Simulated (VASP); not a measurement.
Input of a VASP 6.6.1 run:

Contents of INCAR:

```
SYSTEM = Si2Mo
PREC = Accurate
ENCUT = 600
EDIFF = 1E-6
ISMEAR = -1
SIGMA = 0.05
LREAL = .False.
LASPH = .True.
NELM = 80
ALGO = Normal
ISIF = 3
LWAVE = .False.
LCHARG = .False.
GGA = RP
IVDW = 12
IBRION = 2
NSW = 60
EDIFFG = -0.01
```

File KPOINTS:

```
Automatic mesh
0
Gamma
  12 12 12
  0 0 0
```

POSCAR

```
Si2Mo
1.0
   -1.6000000000      1.6000000000      3.9305000000
    1.6000000000     -1.6000000000      3.9305000000
    1.6000000000      1.6000000000     -3.9305000000
Mo Si
1 2
Direct
    0.0000000000      0.0000000000      0.0000000000
    0.6670000000      0.6670000000      0.0000000000
    0.3330000000      0.3330000000      0.0000000000
```

Potentials or basis: VASP PAW PBE potentials, release 64 (Mo_sv, Si).

Launch:

```sh
$ cat potpaw_PBE.64/Mo_sv/POTCAR potpaw_PBE.64/Si/POTCAR > POTCAR
$ mpirun -np 1 vasp_std > vasp.out
```

Problem. Predict the band gap on the k mesh.

Solution. Zero (band 11 reaches 15.32 eV, above the bottom of band 12 at 14.22 eV).

Problem. Estimate the dispersion energy per atom.

Solution. -3.383 eV.

Problem. Estimate the space group after relaxing (to 0.05 Å).

Solution. I4/mmm (No. 139).

Problem. Predict the relaxed cell.

Solution. a = 4.354 Å, b = 4.354 Å, c = 4.354 Å, α = 139.20°, β = 139.20°, γ = 59.08°.

Final structure:
```
Mo Si
1.0
    -1.51780    1.51780    3.78804
     1.51780   -1.51780    3.78804
     1.51780    1.51780   -3.78804
Mo Si
1 2
Cartesian
  1.5178 1.5178 -3.7880
  0.0000 0.0000 5.0570
  0.0000 0.0000 2.5190
```
